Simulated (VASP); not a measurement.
The system is BAs.

```
B As
1.0
     0.00000    2.39187    2.39187
     2.39187    0.00000    2.39187
     2.39187    2.39187    0.00000
B As
1 1
Direct
  0.00000 0.00000 0.00000
  0.25000 0.25000 0.25000
```

Program: VASP 6.6.1. Alike in all runs: task single point; no spin polarisation; cell as given; k mesh 4 × 4 × 4; cutoff (eV) 520; smearing gaussian 0.01 eV.

Order these runs on this cell by their pressure, lowest first.
A. level LDA; potentials or basis VASP PAW LDA potentials, release 64 (B, As)
B. level PBE; potentials or basis VASP PAW PBE potentials, release 64 (B, As)
C. level r2SCAN; potentials or basis VASP PAW PBE potentials, release 64 (B, As)

A (-3.1 GPa), C (0.9 GPa), B (3.4 GPa).

Caveats: all runs use coarse meshes; the PAW data sets were made with another functional, which shifts forces and pressure a little (some runs).
